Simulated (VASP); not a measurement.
# Pb (Fm-3m) in VASP: further runs

Runs on Pb. Level: LDA. Tasks: single point, relaxation of cell and atoms.

Program: VASP 6.6.1. These are calculated values, not measurements. Logs are shortened: lines on timing, memory, paths and dates and some standing lists are left out, and cuts for length are marked.

**1. The cell of the first run**

The structure is cubic, space group Fm-3m (No. 225). The conventional cell has a = 4.894 Å, b = 4.894 Å, c = 4.894 Å, α = 90.00°, β = 90.00°, γ = 90.00°. Within 4.5 Å of Pb (site symmetry m-3m) lie 12 Pb at 3.46 Å.

**2. Single point, LDA**

File INCAR:

```
SYSTEM = Pb
ALGO = Normal
EDIFF = 1E-6
ENCUT = 500
GGA_COMPAT = .FALSE.
ISIF = 2
ISMEAR = 1
LASPH = .TRUE.
LCHARG = .TRUE.
LELF = .TRUE.
LREAL = .FALSE.
LVHAR = .TRUE.
LWAVE = .FALSE.
NBANDS = 13
NELM = 120
PREC = Accurate
SIGMA = 0.05
```

File KPOINTS:

```
k-points
0
G
  7 7 7
  0 0 0
```

File POSCAR:

```
Pb
1.0
    0.0000000000      2.4471426769      2.4471426769
    2.4471426769      0.0000000000      2.4471426769
    2.4471426769      2.4471426769      0.0000000000
Pb
1
Direct
    0.0000000000      0.0000000000      0.0000000000
```

Potentials or basis: VASP PAW LDA potentials, release 64 (Pb_d).

Started as:

```sh
cat potpaw_LDA.64/Pb_d/POTCAR > POTCAR
mpirun -np 1 vasp_std > vasp.out
```

OUTCAR:

```text
SYSTEM = Pb
   EDIFF = 1E-6
   ENCUT = 500
   ISIF = 2
   ISMEAR = 1
   LASPH = .TRUE.
   LREAL = .FALSE.
   NELM = 120
   PREC = Accurate

 ion  position               nearest neighbor table
   1  0.000  0.000  0.000-

  LATTYP: Found a face centered cubic cell.
 ALAT       =     4.8942853538

  Lattice vectors:

 A1 = (   0.0000000000,   2.4471426769,   2.4471426769)
 A2 = (   2.4471426769,   0.0000000000,   2.4471426769)
 A3 = (   2.4471426769,   2.4471426769,   0.0000000000)

Analysis of symmetry for initial positions (statically):
=====================================================================
 Subroutine PRICEL returns:
 Original cell was already a primitive cell.

 Routine SETGRP: Setting up the symmetry group for a
 face centered cubic supercell.

 Subroutine GETGRP returns: Found 48 space group operations
 (whereof 48 operations were pure point group operations)
 out of a pool of 48 trial point group operations.

The static configuration has the point symmetry O_h .

Analysis of symmetry for dynamics (positions and initial velocities):
=====================================================================
 Subroutine PRICEL returns:
 Original cell was already a primitive cell.

 Routine SETGRP: Setting up the symmetry group for a
 face centered cubic supercell.

 Subroutine GETGRP returns: Found 48 space group operations
 (whereof 48 operations were pure point group operations)
 out of a pool of 48 trial point group operations.

The dynamic configuration has the point symmetry O_h .

 Subroutine INISYM returns: Found 48 space group operations
 (whereof 48 operations are pure point group operations),
 and found     1 'primitive' translations

----------------------------------------------------------------------------------------

                                     Primitive cell

  volume of cell :      29.3095

  direct lattice vectors                    reciprocal lattice vectors
     0.000000000  2.447142677  2.447142677    -0.204319922  0.204319922  0.204319922
     2.447142677  0.000000000  2.447142677     0.204319922 -0.204319922  0.204319922
     2.447142677  2.447142677  0.000000000     0.204319922  0.204319922 -0.204319922

  length of vectors
     3.460782363  3.460782363  3.460782363     0.353892485  0.353892485  0.353892485

  position of ions in fractional coordinates (direct lattice)
     0.000000000  0.000000000  0.000000000

  ion indices of the primitive-cell ions
   primitive index   ion index
                 1           1

----------------------------------------------------------------------------------------

 KPOINTS: k-points

Automatic generation of k-mesh.
 Grid dimensions read from file:
 generate k-points for:    7    7    7

 Generating k-lattice:

  Cartesian coordinates                     Fractional coordinates (reciprocal lattice)
    -0.029188560  0.029188560  0.029188560     0.142857143  0.000000000  0.000000000
     0.029188560 -0.029188560  0.029188560     0.000000000  0.142857143  0.000000000
     0.029188560  0.029188560 -0.029188560     0.000000000  0.000000000  0.142857143

  Length of vectors
     0.050556069  0.050556069  0.050556069

  Shift w.r.t. Gamma in fractional coordinates (k-lattice)
     0.000000000  0.000000000  0.000000000

 Subroutine IBZKPT returns following result:
 ===========================================

 Found     20 irreducible k-points:

 Following reciprocal coordinates:
            Coordinates               Weight
  0.000000  0.000000  0.000000      1.000000
  0.142857  0.000000  0.000000      8.000000
  0.285714  0.000000  0.000000      8.000000
  0.428571  0.000000  0.000000      8.000000
  0.142857  0.142857  0.000000      6.000000
  0.285714  0.142857  0.000000     24.000000
[... 12 lines left out ...]
 -0.428571  0.428571  0.142857     24.000000
 -0.285714  0.428571  0.142857     24.000000
   k-points           NKPTS =     20   k-points in BZ     NKDIM =     20   number of bands    NBANDS=     13
   number of dos      NEDOS =    301   number of ions     NIONS =      1
   total plane-waves  NPLWV =  21952
   dimension x,y,z NGX =    28 NGY =   28 NGZ =   28
   dimension x,y,z NGXF=    56 NGYF=   56 NGZF=   56
   ions per type =               1
   NGX,Y,Z   is equivalent  to a cutoff of  13.45, 13.45, 13.45 a.u.
   NGXF,Y,Z  is equivalent  to a cutoff of  26.90, 26.90, 26.90 a.u.
 SYSTEM =  Pb
   PREC   = accura    normal or accurate (medium, high low for compatibility)
   ISTART =      0    job   : 0-new  1-cont  2-samecut
   ICHARG =      2    charge: 1-file 2-atom 10-const
   ISPIN  =      1    spin polarized calculation?
   LNONCOLLINEAR =      F non collinear calculations
   LSORBIT =      F    spin-orbit coupling
   LASPH  =      T    aspherical Exc in radial PAW
   ENCUT  =  500.0 eV  36.75 Ry    6.06 a.u.   6.31  6.31  6.31*2*pi/ulx,y,z
   NELM   =    120;   NELMIN=  2; NELMDL= -5     # of ELM steps
   EDIFF  = 0.1E-05   stopping-criterion for ELM
   LREAL  =      F    real-space projection
   EDIFFG = 0.1E-04   stopping-criterion for IOM
   NSW    =      0    number of steps for IOM
   IBRION =     -1    ionic relax: 0-MD 1-quasi-New 2-CG
   NFREE  =      0    steps in history (QN), initial steepest desc. (CG)
   ISIF   =      2    stress and relaxation
   ISYM   =      2    0-nonsym 1-usesym 2-fastsym
   POTIM  = 0.5000    time-step for ionic-motion
   TEBEG  =    0.0;   TEEND  =   0.0 temperature during run
   PSTRESS=    0.0 pullay stress
   NELECT =      14.0000    total number of electrons
   NUPDOWN=      -1.0000    fix difference up-down
   EMIN   =  10.00;   EMAX   =-10.00  energy-range for DOS
   EFERMI =   0.00;   METHOD = LEGACY
   ISMEAR =     1;   SIGMA  =   0.05  broadening in eV -4-tet -1-fermi 0-gaus
   EFERMI_NEDOS =   21; number of points for ismear=-14 and -15
   IALGO  =     38    algorithm
   IMIX   =      4    mixing-type and parameters
     AMIX     =   0.40;   BMIX     =  1.00
     AMIX_MAG =   1.60;   BMIX_MAG =  1.00
  volume/ion in A,a.u.               =      29.31       197.79
  Fermi-wavevector in a.u.,A,eV,Ry     =   1.279720  2.418320 22.282026  1.637683
  Thomas-Fermi vector in A             =   2.412189
   LORBIT       =      0    0 simple, 1 ext, 2 COOP (PROOUT), +10 PAW based schemes
   GGA     = CA    functional components
   LHFCALC =     F    Hartree Fock is set to
   AEXX    =    0.0000 exact exchange contribution
   IVDW    =     0    specifies the selected vdW correction
   LEPSILON=     F    determine dielectric tensor
   LRPA    =     F    only Hartree local field effects (RPA)
 non-spin polarized calculation
 Methfessel and Paxton  Order N= 1 SIGMA  =   0.05
  energy-cutoff  :      500.00
  volume of cell :       29.31
 maximum number of plane-waves:       757
 NGX is ok and might be reduce to    28
   NGX = 13   NGY = 13   NGZ = 13

 number of electron      13.9999999 magnetization

 Free energy of the ion-electron system (eV)
  ---------------------------------------------------
  ext. energy  EPLUGINS =         0.00000000
  ---------------------------------------------------
  free energy    TOTEN  =        -4.25999708 eV

  energy without entropy =       -4.25970438  energy(sigma->0) =       -4.25989951

 E-fermi :   7.2676     XC(G=0): -10.6171

 val. band max:        7.2426429394   @ k =   0.4286   0.2857   0.1429
 cond. band min:       7.6676064974   @ k =  -0.4286   0.4286   0.0000
 fundamental gap:      0.4249635581
 Fermi energy:         7.2675817163

 k-point     1 :       0.0000    0.0000    0.0000
  band No.  band energies     occupation
      1      -9.6273      2.00000
      2      -9.6273      2.00000
      3      -9.6273      2.00000
      4      -9.4682      2.00000
      5      -9.4682      2.00000
      6      -4.6011      2.00000
      7      15.0202      0.00000
      8      15.0202      0.00000
      9      15.0202      0.00000
     10      17.2411      0.00000
     11      19.3026      0.00000
     12      20.1676      0.00000
     13      20.1676      0.00000

 k-point     2 :       0.1429    0.0000    0.0000
  band No.  band energies     occupation
      1      -9.6296      2.00000
      2      -9.6001      2.00000
      3      -9.6001      2.00000
      4      -9.4662      2.00000
      5      -9.4662      2.00000
      6      -4.1937      2.00000
      7      11.5953      0.00000
      8      14.5703      0.00000
      9      14.5703      0.00000
     10      16.8099      0.00000
     11      20.3693      0.00000
     12      20.9001      0.00000
     13      20.9180      0.00000

 k-point     3 :       0.2857    0.0000    0.0000
  band No.  band energies     occupation
      1      -9.6438      2.00000
      2      -9.5903      2.00000
      3      -9.5903      2.00000
      4      -9.4081      2.00000
      5      -9.4081      2.00000
      6      -2.9815      2.00000
      7       7.1486      2.00390
      8      13.7497      0.00000
      9      13.7497      0.00000
     10      16.5529      0.00000
     11      18.6951      0.00000
     12      19.6899      0.00000
     13      19.6899      0.00000
[... 241 lines left out ...]
 k-point    19 :      -0.4286    0.4286    0.1429
  band No.  band energies     occupation
      1      -9.7145      2.00000
      2      -9.6501      2.00000
      3      -9.4255      2.00000
      4      -9.3556      2.00000
      5      -9.3004      2.00000
      6       0.2174      2.00000
      7       5.1935      2.00000
      8       7.8649     -0.00000
      9       8.5871      0.00000
     10      15.8164      0.00000
     11      16.7317      0.00000
     12      22.1762      0.00000
     13      24.9514      0.00000

 k-point    20 :      -0.2857    0.4286    0.1429
  band No.  band energies     occupation
      1      -9.6570      2.00000
      2      -9.5660      2.00000
      3      -9.5023      2.00000
      4      -9.4170      2.00000
      5      -9.3020      2.00000
      6       0.6218      2.00000
      7       5.6235      2.00000
      8       5.8875      2.00000
      9       8.8432      0.00000
     10      16.6545      0.00000
     11      20.1815      0.00000
     12      21.0157      0.00000
     13      21.3607      0.00000

------------------------ aborting loop because EDIFF is reached ----------------------------------------

  FORCE on cell =-STRESS in cart. coord.  units (eV):
  Direction    XX          YY          ZZ          XY          YZ          ZX
  --------------------------------------------------------------------------------------
  -------------------------------------------------------------------------------------
  Total        0.0270839      0.0270839      0.0270839     -0.0000000     -0.0000000      0.0000000
  in kB        1.4805163      1.4805163      1.4805163     -0.0000000     -0.0000000      0.0000000
  external PRESSURE =       1.4805163 kB  Pullay stress =       0.0000000 kB

 VOLUME and BASIS-vectors are now :
 -----------------------------------------------------------------------------
  energy-cutoff  :      500.00
  volume of cell :       29.31
      direct lattice vectors                 reciprocal lattice vectors
     0.000000000  2.447142677  2.447142677    -0.204319922  0.204319922  0.204319922
     2.447142677  0.000000000  2.447142677     0.204319922 -0.204319922  0.204319922
     2.447142677  2.447142677  0.000000000     0.204319922  0.204319922 -0.204319922

 POSITION                                       TOTAL-FORCE (eV/Angst)
 -----------------------------------------------------------------------------------
      0.00000      0.00000      0.00000        -0.000000      0.000000     -0.000000
 -----------------------------------------------------------------------------------
    total drift:                               -0.000000     -0.000000     -0.000000

  FREE ENERGIE OF THE ION-ELECTRON SYSTEM (eV)
  ---------------------------------------------------
  free  energy   TOTEN  =        -4.2599970799 eV

  energy  without entropy=       -4.2597043782  energy(sigma->0) =       -4.25989951
```

Wall time 3.8 s (1 thread of Intel Xeon 6975P-C (Granite Rapids), shared host); peak memory 0.14 GiB.

What came out:

```
Free energy            : -4.2600 eV
Pressure               : 0.1 GPa
Band gap on the k mesh : zero (bands 7 and 8 overlap by 9.13 eV)
```

Caveat: spin-orbit coupling is left out, which moves the levels of the heavy elements.

**3. Relaxation of cell and atoms, LDA**

This run uses another cell than the first one, of 30.32 Å³/atom.

File INCAR:

```
PREC     = Accurate       # precision mode
ENCUT    = 500            # plane-wave cutoff, eV
EDIFF    = 1E-7           # SCF threshold, eV
ISMEAR   = 1              # smearing method
SIGMA    = 0.05           # smearing width, eV
LREAL    = False          # projectors in reciprocal space
LASPH    = True           # aspherical terms in the spheres
NELM     = 120            # most SCF steps
ALGO     = Normal         # electronic algorithm
ISIF     = 3              # what is computed and relaxed
LWAVE    = False          # write WAVECAR
LCHARG   = False          # write CHGCAR
IBRION   = 2              # ionic algorithm
NSW      = 50             # ionic steps
EDIFFG   = -0.01          # ionic threshold
GGA_COMPAT= False        
NELMIN   = 4
```

File KPOINTS:

```
Automatic mesh
0
Gamma
  7 7 7
```

File POSCAR:

```
Pb
1.0
    0.0000000000      2.4750000000      2.4750000000
    2.4750000000      0.0000000000      2.4750000000
    2.4750000000      2.4750000000      0.0000000000
Pb
1
Direct
    0.0000000000      0.0000000000      0.0000000000
```

Potentials or basis: VASP PAW LDA potentials, release 64 (Pb_d).

Started as:

```sh
cat potpaw_LDA.64/Pb_d/POTCAR > POTCAR
mpirun -np 1 vasp_std > vasp.out
```

Run time: 7.6 s. Hardware: 1 thread of Intel Xeon 6975P-C (Granite Rapids), shared host; peak memory 0.15 GiB.

Results (log left out):

* Free energy: -4.2605 eV
* Relaxed volume: 29.38 Å³/atom
* Relaxed cell: a = 3.464 Å, b = 3.464 Å, c = 3.464 Å, α = 60.00°, β = 60.00°, γ = 60.00°
* Space group after relaxing (to 0.1 Å): Fm-3m (No. 225)
* Energy gained by relaxing: 4.8 meV/atom
* Ionic steps: 3
* Pressure after relaxing: 0.0 GPa
* Band gap on the k mesh: zero (bands 7 and 8 overlap by 9.11 eV)

Step by step:
```tsv
step	energy change (eV)	largest force (eV/Å)	pressure (GPa)	volume (Å³)
1	0.0000	0.0000	-1.55	30.32
2	-0.0041	0.0000	0.65	29.05
3	-0.0048	0.0000	0.01	29.38
```

Final structure:
```yaml
crystal:
  lattice:
    - [0.00000, 2.44917, 2.44917]
    - [2.44917, 0.00000, 2.44917]
    - [2.44917, 2.44917, 0.00000]
  atoms:
    - { symbol: Pb, position: [0.00000, 0.00000, 0.00000] }
```

Levels at points of the mesh, in eV from the Fermi level:
| k point | band 4 | band 5 | band 6 | band 7 | band 8 | band 9 | band 10 | band 11 |
| --- | --- | --- | --- | --- | --- | --- | --- | --- |
| (0.00, 0.00, 0.00) | -16.73 | -16.73 | -11.85 | 7.74 | 7.74 | 7.74 | 9.98 | 12.01 |

Caveat: spin-orbit coupling is left out, which moves the levels of the heavy elements.

The gap in the log of VASP goes by the Fermi energy; the results here count the filled bands.